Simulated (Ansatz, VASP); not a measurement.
**CoW3 in VASP and in Ansatz**

INCAR

```
SYSTEM = CoW3
PREC = Accurate ; ENCUT = 520
EDIFF = 1E-6 ; ISMEAR = 0
SIGMA = 0.15 ; LREAL = .False.
LASPH = .True. ; NELM = 80
ALGO = Fast ; ISIF = 2
LWAVE = .False. ; LCHARG = .False.
GGA = PS ; NBANDS = 34
```

KPOINTS

```
Automatic mesh
0
Gamma
  12 12 12
  0 0 0
```

Contents of POSCAR:

```
CoW3
1.0
    3.8582449849      0.0000000000      0.0000000000
    0.0000000000      3.8582449849      0.0000000000
    0.0000000000      0.0000000000      3.8582449849
Co W
1 3
Direct
   -0.0097194450      0.0000000000      0.0000000000
    0.0000000000      0.5000000000      0.5000000000
    0.5000000000      0.0000000000      0.5000000000
    0.5000000000      0.5000000000      0.0000000000
```

Input for Ansatz:

```yaml
crystal:
  lattice:
    - [3.8582449849, 0.0, 0.0]
    - [0.0, 3.8582449849, 0.0]
    - [0.0, 0.0, 3.8582449849]
  atoms:
    - { symbol: Co, position: [-0.009719445, 0.0, 0.0] }
    - { symbol: W, position: [0.0, 0.5, 0.5] }
    - { symbol: W, position: [0.5, 0.0, 0.5] }
    - { symbol: W, position: [0.5, 0.5, 0.0] }
basis:
  ecutwfc: 420
kpoints:
  mp_grid: { grid: [12, 12, 12] }
hamiltonian:
  xc: pbesol
scf:
  occupations: { method: gaussian, width: 0.15 }
output:
  forces: true
  stress: true
  eigenvalues: true
  write_density: true
  write_potential: true
  elf: true
  volumetric_format: npy
```

Alike in both runs: task single point; functional PBEsol; k mesh 12 × 12 × 12; occupations gaussian, width 0.15 eV; no spin polarisation.

```csv
,VASP,Ansatz
version,VASP 6.6.1,Ansatz 0.2.0
potentials or method,"VASP PAW PBE potentials, release 64 (Co, W_sv), cutoff 520 eV","scalar-relativistic, plane waves, PAW"
valence electrons in the cell,51,59
```

|  | VASP | Ansatz | Ansatz less VASP |
| --- | --- | --- | --- |
| gap on the k mesh at the Fermi level (eV) | none | none | - |
| pressure (GPa) | 0.8 | 0.1 | -0.66 |
| rms of the force components (eV/Å) | 0.111 | 0.111 | +0.0002 |

VASP's potentials were made for PBE, not for PBEsol. Atom by atom the forces differ by 0.000 eV/Å (rms over components). A gap of «none» marks a metal or a gap that the smearing closes. VASP's potentials hold 51 valence electrons a cell and Ansatz's 59, so a difference there can come from the potentials and not from the codes.

Neither program's run includes spin-orbit coupling.
